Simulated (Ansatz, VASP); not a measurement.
# One calculation of Re, two programs

The input INCAR:

```
SYSTEM = Re
PREC = Accurate
ENCUT = 520
EDIFF = 1E-6
ISMEAR = 0
SIGMA = 0.15
LREAL = .FALSE.
LASPH = .TRUE.
NELM = 100
ALGO = Fast
ISIF = 2
LWAVE = .FALSE.
LCHARG = .FALSE.
GGA = PE
NBANDS = 10
```

Contents of KPOINTS:

```
regular mesh
0
G
  10 10 10
  0 0 0
```

File POSCAR:

```
Re
1.0
    0.0000000000      1.9577236186      1.9577236186
    1.7423740206      0.0000000000      1.9577236186
    1.7423740206      1.9577236186      0.0000000000
Re
1
Direct
    0.0000000000      0.0000000000      0.0000000000
```

Input for Ansatz:

```yaml
crystal:
  lattice:
    - [0.0, 1.9577236186, 1.9577236186]
    - [1.7423740206, 0.0, 1.9577236186]
    - [1.7423740206, 1.9577236186, 0.0]
  atoms:
    - { symbol: Re, position: [0.0, 0.0, 0.0] }
basis:
  ecutwfc: 420
kpoints:
  mp_grid: { grid: [10, 10, 10] }
hamiltonian:
  xc: pbe
scf:
  occupations: { method: gaussian, width: 0.15 }
output:
  forces: true
  stress: true
  eigenvalues: true
```

Change from the starting cell: normal strain along x -0.1100, normal strain along z +0.0000.

Alike in both runs: task single point; functional PBE; k mesh 10 × 10 × 10; occupations gaussian, width 0.15 eV; no spin polarisation.

|  | VASP | Ansatz |
| --- | --- | --- |
| version | VASP 6.6.1 | Ansatz 0.2.0 |
| potentials or method | VASP PAW PBE potentials, release 64 (Re), cutoff 520 eV | scalar-relativistic, plane waves, PAW |
| valence electrons in the cell | 7 | 15 |

```csv
,VASP,Ansatz,Ansatz less VASP
gap on the k mesh at the Fermi level (eV),none,none,-
pressure (GPa),56.2,55.8,-0.49
"traceless stress, the component that is largest in VASP (GPa)",18.62,18.63,+0.014
```

A gap of «none» marks a metal or a gap that the smearing closes. Both programs put the cell under a high pressure, so it lies far from rest at this level. The functional is the same, so the differences come from potentials, cutoffs and numerics. VASP's potentials hold 7 valence electrons a cell and Ansatz's 15, so a difference there can come from the potentials and not from the codes.

Neither program's run includes spin-orbit coupling.
